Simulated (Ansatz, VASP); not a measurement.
## Two plane-wave programs on Na

File INCAR:

```
SYSTEM = Na
PREC     = Accurate       ! precision mode
ENCUT    = 520            ! plane-wave cutoff, eV
EDIFF    = 1E-6           ! SCF threshold, eV
ISMEAR   = 0              ! smearing method
SIGMA    = 0.15           ! smearing width, eV
LREAL    = .False.        ! projectors in reciprocal space
LASPH    = .True.         ! aspherical terms in the spheres
NELM     = 80             ! most SCF steps
ALGO     = Fast           ! electronic algorithm
ISIF     = 2              ! what is computed and relaxed
LWAVE    = .False.        ! write WAVECAR
LCHARG   = .False.        ! write CHGCAR
GGA      = PE             ! functional
NBANDS   = 10             ! bands
```

The input KPOINTS:

```
regular mesh
0
Gamma
  16 16 16
  0 0 0
```

Contents of POSCAR:

```
Na
1.0
   -2.1016187500      2.1016187500      2.1175000000
    2.1016187500     -2.1016187500      2.1175000000
    2.1333812500      2.1333812500     -2.1175000000
Na
1
Direct
    0.0000000000      0.0000000000      0.0000000000
```

Input for Ansatz:

```yaml
crystal:
  lattice:
    - [-2.10161875, 2.10161875, 2.1175]
    - [2.10161875, -2.10161875, 2.1175]
    - [2.13338125, 2.13338125, -2.1175]
  atoms:
    - { symbol: Na, position: [0.0, 0.0, 0.0] }
basis:
  ecutwfc: 420
kpoints:
  mp_grid: { grid: [16, 16, 16] }
hamiltonian:
  xc: pbe
scf:
  occupations: { method: gaussian, width: 0.15 }
output:
  forces: true
  stress: true
  eigenvalues: true
```

Change from the starting cell: strain +0.0150 x Voigt [0, 0, 0, 0, 0, 1], atoms carried along.

Alike in both runs: task single point; functional PBE; k mesh 16 × 16 × 16; occupations gaussian, width 0.15 eV; no spin polarisation.

```csv
,VASP,Ansatz
version,VASP 6.6.1,Ansatz 0.2.0
potentials or method,"VASP PAW PBE potentials, release 64 (Na_pv), cutoff 520 eV","scalar-relativistic, plane waves, PAW"
valence electrons in the cell,7,9
```

VASP gave:

* gap on the k mesh at the Fermi level (eV): none
* pressure (GPa): -0.3
* traceless stress, the component that is largest in VASP (GPa): -0.09

Problem. Which values does Ansatz return?

Solution. gap on the k mesh at the Fermi level (eV): none; pressure (GPa): -0.2; traceless stress, the component that is largest in VASP (GPa): -0.09.

A gap of «none» marks a metal or a gap that the smearing closes. VASP's potentials hold 7 valence electrons a cell and Ansatz's 9, so a difference there can come from the potentials and not from the codes.
